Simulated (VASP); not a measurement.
# CaO: single point with PBE

Crystal: CaO.

```xyz
2
Lattice="0.0000 2.3976 2.3976 2.3976 0.0000 2.3976 2.3976 2.3976 0.0000" Properties=species:S:1:pos:R:3 pbc="T T T"
Ca    0.0000    0.0000    0.0000
O     2.3976    2.3976    2.3976
```

```
Program             : VASP 6.6.1
Task                : single point
Functional          : PBE
Potentials or basis : VASP PAW PBE potentials, release 64 (Ca_sv, O)
Cutoff              : 520 eV
k mesh              : 6 × 6 × 6
Occupations         : gaussian, width 0.001 eV
Spin                : no spin polarisation
```

* Pressure: 3.1 GPa
* Band gap on the k mesh: 3.63 eV, indirect (least direct gap 4.01 eV)

Levels at points of the mesh, in eV from the valence-band top:
```csv
k point,band 5,band 6,band 7,band 8,band 9,band 10,band 11,band 12
"(0.00, 0.00, 0.00)",-15.55,0.00,0.00,0.00,4.77,6.24,6.24,6.24
"(0.50, 0.00, 0.00)",-14.32,-2.66,-1.22,-1.22,7.08,8.39,8.39,8.56
"(0.50, 0.50, 0.00)",-15.31,-1.30,-0.37,-0.37,3.63,8.10,8.93,9.58
```

It took 7.5 s on 1 thread of Intel(R) Xeon(R) Platinum 8488C (Sapphire Rapids) (shared host), peak memory 0.15 GiB.

A k mesh can miss the band edges.
